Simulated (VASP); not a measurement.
# Ti3C in VASP: a series of runs

Runs on Ti3C. Level: PBE. Tasks: relaxation of the atoms.

Everything below comes from runs of VASP 6.6.1. Logs are shortened: lines on timing, memory, paths and dates and some standing lists are left out, and cuts for length are marked.

## Step 1: The cell of the first run

The cell holds a slab with vacuum, 4 atoms: a = 2.908 Å, b = 2.908 Å, c = 19.994 Å, α = 90.00°, β = 90.00°, γ = 120.00°.

## Step 2: Relaxation of the atoms, PBE

INCAR reads:

```
PREC = Accurate ; ENCUT = 520
EDIFF = 1E-7 ; ISMEAR = 0
SIGMA = 0.1 ; LREAL = False
LASPH = True ; NELM = 80
ALGO = Normal ; ISIF = 2
LWAVE = False ; LCHARG = False
LDIPOL = True ; IDIPOL = 3
DIPOL = 0.5 0.5 0.362 ; GGA = PE
IBRION = 2 ; NSW = 36
EDIFFG = -0.025
```

KPOINTS reads:

```
regular mesh
0
Gamma
  9 9 1
```

POSCAR reads:

```
Ti3C
1.0
    2.9075446924      0.0000000000      0.0000000000
   -1.4537723462      2.5180075663      0.0000000000
    0.0000000000      0.0000000000     19.9935258682
Ti C
3 1
Selective dynamics
Direct
    0.6666666667      0.3333333333      0.2000647623  F F F
    0.3333333333      0.6666666667      0.3124429313  F F F
    0.0000000000      0.0000000000      0.4248138084  F F F
    0.3333333333      0.1666666667      0.5108416562  F F T
```

Potentials or basis: VASP PAW PBE potentials, release 64 (Ti_sv, C).

On the command line:

```sh
> cat potpaw_PBE.64/Ti_sv/POTCAR potpaw_PBE.64/C/POTCAR > POTCAR
> mpirun -np 1 vasp_std > vasp.out
```

OUTCAR:

```text
PREC = Accurate
   ENCUT = 520
   EDIFF = 1E-7
   ISMEAR = 0
   LREAL = False
   LASPH = True
   NELM = 80
   ISIF = 2
   GGA = PE
   IBRION = 2
   NSW = 36
   EDIFFG = -0.025

 ion  position               nearest neighbor table
   1  0.667  0.333  0.200-   2 2.80   2 2.80   2 2.80
   2  0.333  0.667  0.312-   3 2.80   3 2.80   3 2.80   1 2.80   1 2.80   1 2.80
   3  0.000  0.000  0.425-   4 1.91   2 2.80   2 2.80   2 2.80
   4  0.333  0.167  0.511-   3 1.91

  LATTYP: Found a hexagonal cell.
 ALAT       =     2.9075446924
 C/A-ratio  =     6.8764294219

  Lattice vectors:

 A1 = (   2.9075446924,   0.0000000000,   0.0000000000)
 A2 = (  -1.4537723462,   2.5180075663,   0.0000000000)
 A3 = (   0.0000000000,   0.0000000000,  19.9935258682)

Analysis of symmetry for initial positions (statically):
=====================================================================
 Subroutine PRICEL returns:
 Original cell was already a primitive cell.

 Routine SETGRP: Setting up the symmetry group for a
 hexagonal supercell.

 Subroutine GETGRP returns: Found  2 space group operations
 (whereof  2 operations were pure point group operations)
 out of a pool of 24 trial point group operations.

The static configuration has the point symmetry C_1h.

Analysis of symmetry for dynamics (positions and initial velocities):
=====================================================================
 Subroutine PRICEL returns:
 Original cell was already a primitive cell.

 Routine SETGRP: Setting up the symmetry group for a
 hexagonal supercell.

 Subroutine GETGRP returns: Found  2 space group operations
 (whereof  2 operations were pure point group operations)
 out of a pool of 24 trial point group operations.

The dynamic configuration has the point symmetry C_1h.

Analysis of constrained symmetry for selective dynamics:
=====================================================================
 Subroutine PRICEL returns:
 Original cell was already a primitive cell.

 Routine SETGRP: Setting up the symmetry group for a
 hexagonal supercell.

 Subroutine GETGRP returns: Found  2 space group operations
 (whereof  2 operations were pure point group operations)
 out of a pool of 24 trial point group operations.
[... 115 lines left out ...]
   NELECT =      40.0000    total number of electrons
   NUPDOWN=      -1.0000    fix difference up-down
   EMIN   =  10.00;   EMAX   =-10.00  energy-range for DOS
   EFERMI =   0.00;   METHOD = LEGACY
   ISMEAR =     0;   SIGMA  =   0.10  broadening in eV -4-tet -1-fermi 0-gaus
   EFERMI_NEDOS =   21; number of points for ismear=-14 and -15
   IALGO  =     38    algorithm
   IMIX   =      4    mixing-type and parameters
     AMIX     =   0.40;   BMIX     =  1.00
     AMIX_MAG =   1.60;   BMIX_MAG =  1.00
  volume/ion in A,a.u.               =      36.59       246.95
  Fermi-wavevector in a.u.,A,eV,Ry     =   1.062357  2.007564 15.355573  1.128603
  Thomas-Fermi vector in A             =   2.197805
   LORBIT       =      0    0 simple, 1 ext, 2 COOP (PROOUT), +10 PAW based schemes
   GGA     = PE    functional components
   LHFCALC =     F    Hartree Fock is set to
   AEXX    =    0.0000 exact exchange contribution
   IVDW    =     0    specifies the selected vdW correction
   LEPSILON=     F    determine dielectric tensor
   LRPA    =     F    only Hartree local field effects (RPA)
 conjugate gradient relaxation of ions
 non-spin polarized calculation
 Gauss-broadening in eV      SIGMA  =   0.10
  energy-cutoff  :      520.00
  volume of cell :      146.38
 maximum number of plane-waves:      4011
 NGX is ok and might be reduce to    24
   NGX = 11   NGY = 11   NGZ = 75

 dipolmoment           0.000000      0.000000     -0.019169 electrons x Angstroem

--------------------------------------- Ionic step        1  -------------------------------------------

 number of electron      39.9999994 magnetization

 Free energy of the ion-electron system (eV)
  ---------------------------------------------------
  ext. energy  EPLUGINS =         0.00000000
  ---------------------------------------------------
  free energy    TOTEN  =       -27.41931303 eV

  energy without entropy =      -27.39596577  energy(sigma->0) =      -27.40763940

------------------------ aborting loop because EDIFF is reached ----------------------------------------

  FORCE on cell =-STRESS in cart. coord.  units (eV):
  Direction    XX          YY          ZZ          XY          YZ          ZX
  --------------------------------------------------------------------------------------
  -------------------------------------------------------------------------------------
  Total       -0.7591881     -0.5859771     -0.3964249     -0.1500051      0.7369882      1.2765010
  in kB       -8.3097346     -6.4138447     -4.3390902     -1.6418888      8.0667440     13.9720109
  external PRESSURE =      -6.3542232 kB  Pullay stress =       0.0000000 kB
[... 63 lines left out ...]
--------------------------------------- Ionic step        3  -------------------------------------------

 number of electron      39.9999994 magnetization

 dipolmoment           0.000000      0.000000      0.100054 electrons x Angstroem

 Free energy of the ion-electron system (eV)
  ---------------------------------------------------
  ext. energy  EPLUGINS =         0.00000000
  ---------------------------------------------------
  free energy    TOTEN  =       -27.44903725 eV

  energy without entropy =      -27.42485474  energy(sigma->0) =      -27.43694600

 E-fermi :  -0.2459     XC(G=0):  -5.6059

 val. band max:       -0.2596855663   @ k =   0.4444   0.1111   0.0000
 cond. band min:      -0.2261325124   @ k =  -0.1111   0.2222   0.0000
 fundamental gap:      0.0335530538
 Fermi energy:        -0.2459050689

 k-point     1 :       0.0000    0.0000    0.0000
  band No.  band energies     occupation
      1     -57.1013      2.00000
      2     -56.8001      2.00000
      3     -56.3042      2.00000
      4     -33.5011      2.00000
      5     -33.0652      2.00000
      6     -33.0564      2.00000
[... 637 lines left out ...]
     23       0.2645      0.00000
     24       0.6312      0.00000

 [... further k-points ...]

------------------------ aborting loop because EDIFF is reached ----------------------------------------

 vacuum level on the upper side and lower side of the slab       (xc-potential included)         1.049        -1.416

  FORCE on cell =-STRESS in cart. coord.  units (eV):
  Direction    XX          YY          ZZ          XY          YZ          ZX
  --------------------------------------------------------------------------------------
  -------------------------------------------------------------------------------------
  Total       -0.2121017     -0.1415198      0.9893737     -0.0611258      1.1353777      1.9665305
  in kB       -2.3215708     -1.5490123     10.8292438     -0.6690552     12.4273378     21.5247666
  external PRESSURE =       2.3195536 kB  Pullay stress =       0.0000000 kB
[... 19 lines left out ...]
  FREE ENERGIE OF THE ION-ELECTRON SYSTEM (eV)
  ---------------------------------------------------
  free  energy   TOTEN  =       -27.4490372467 eV

  energy  without entropy=      -27.4248547442  energy(sigma->0) =      -27.43694600

 reached required accuracy - stopping structural energy minimisation

 vacuum level on the upper side and lower side of the slab         6.617         4.084
```

CONTCAR:

```text
Ti3C
   1.00000000000000
     2.9075446924000001    0.0000000000000000    0.0000000000000000
    -1.4537723462000001    2.5180075663000001    0.0000000000000000
     0.0000000000000000    0.0000000000000000   19.9935258681999990
  Ti              C
     3     1
Selective dynamics
Direct
     0.6666666667000030    0.3333333332999970    0.2000647623000020   F   F   F
     0.3333333332999970    0.6666666667000030    0.3124429312999979   F   F   F
     0.0000000000000000    0.0000000000000000    0.4248138084000033   F   F   F
     0.3333333332999970    0.1666666667000030    0.5069453623927119   F   F   T

  0.00000000E+00  0.00000000E+00  0.00000000E+00
  0.00000000E+00  0.00000000E+00  0.00000000E+00
  0.00000000E+00  0.00000000E+00  0.00000000E+00
  0.00000000E+00  0.00000000E+00  0.00000000E+00
```

Wall time 3.8 min (1 thread of Intel Xeon 6975P-C (Granite Rapids), shared host); peak memory 0.32 GiB.

What came out:

| Quantity | Value |
| --- | --- |
| Free energy | -27.4490 eV |
| Energy gained by relaxing | 7.4 meV/atom |
| Ionic steps | 3 |
| Band gap on the k mesh | zero (bands 20 and 21 overlap by 0.93 eV) |

Step by step:
| step | energy change (eV) | largest force on free atoms (eV/Å) | pressure (GPa) |
| --- | --- | --- | --- |
| 1 | 0.0000 | 0.7264 | -0.64 |
| 2 | -0.0203 | 0.4272 | -0.26 |
| 3 | -0.0297 | 0.0020 | 0.23 |

Final structure:
```cif
data_structure
_symmetry_space_group_name_H-M 'P 1'
_symmetry_Int_Tables_number 1
_cell_length_a 2.9075
_cell_length_b 2.9075
_cell_length_c 19.9935
_cell_angle_alpha 90.000
_cell_angle_beta 90.000
_cell_angle_gamma 120.000
_cell_volume 146.38
loop_
_atom_site_label
_atom_site_type_symbol
_atom_site_fract_x
_atom_site_fract_y
_atom_site_fract_z
_atom_site_occupancy
Ti1 Ti 0.66667 0.33333 0.20006 1
Ti2 Ti 0.33333 0.66667 0.31244 1
Ti3 Ti 0.00000 0.00000 0.42481 1
C1 C 0.33333 0.16667 0.50695 1
```

Levels at points of the mesh, in eV from the Fermi level:
| k point | band 18 | band 19 | band 20 | band 21 | band 22 | band 23 |
| --- | --- | --- | --- | --- | --- | --- |
| (0.00, 0.00, 0.00) | -0.10 | 0.55 | 0.68 | 0.76 | 0.80 | 0.87 |

## Step 3: Relaxation of the atoms, PBE

INCAR reads:

```
SYSTEM = Ti3C
PREC = Accurate ; ENCUT = 520
EDIFF = 1E-6 ; ISMEAR = 0
SIGMA = 0.1 ; LREAL = .FALSE.
LASPH = .TRUE. ; NELM = 100
ALGO = Normal ; ISIF = 2
LWAVE = .FALSE. ; LCHARG = .FALSE.
LDIPOL = .TRUE. ; IDIPOL = 3
DIPOL = 0.5 0.5 0.358 ; GGA = PE
IBRION = 2 ; NSW = 36
EDIFFG = -0.025
```

KPOINTS reads:

```
Automatic mesh
0
G
  9 9 1
  0 0 0
```

Edit POSCAR of step 2 so:

```diff
@@ -12,2 +12,2 @@
     0.0000000000      0.0000000000      0.4248138084  F F F
-    0.3333333333      0.1666666667      0.5108416562  F F T
+    0.0000000000      0.5000000000      0.4928358276  F F T
```

Potentials or basis: VASP PAW PBE potentials, release 64 (Ti_sv, C).

On the command line:

```sh
> cat potpaw_PBE.64/Ti_sv/POTCAR potpaw_PBE.64/C/POTCAR > POTCAR
> mpirun -np 1 vasp_std > vasp.out
```

It took 3.7 min on 1 thread of Intel Xeon 6975P-C (Granite Rapids), shared host; peak memory 0.32 GiB.

It converged, with:

* Free energy: -28.6696 eV
* Energy gained by relaxing: 44.6 meV/atom
* Ionic steps: 4
* Band gap on the k mesh: zero (bands 20 and 21 overlap by 1.16 eV)

Step by step:
| step | energy change (eV) | largest force on free atoms (eV/Å) | pressure (GPa) |
| --- | --- | --- | --- |
| 1 | 0.0000 | 1.7095 | 0.77 |
| 2 | -0.1207 | 1.1537 | 1.83 |
| 3 | -0.1781 | 0.0719 | 3.34 |
| 4 | -0.1782 | 0.0125 | 3.25 |

Final structure:
```
CELL_PARAMETERS angstrom
2.90754 0.00000 0.00000
-1.45377 2.51801 0.00000
0.00000 0.00000 19.99353
ATOMIC_POSITIONS crystal
Ti 0.66667 0.33333 0.20006
Ti 0.33333 0.66667 0.31244
Ti 0.00000 0.00000 0.42481
C 0.00000 0.50000 0.48414
```

Levels at points of the mesh, in eV from the Fermi level:
```csv
k point,band 17,band 18,band 19,band 20,band 21,band 22,band 23,band 24
"(0.00, 0.00, 0.00)",-0.59,-0.43,0.02,0.72,0.75,0.76,0.90,1.05
```
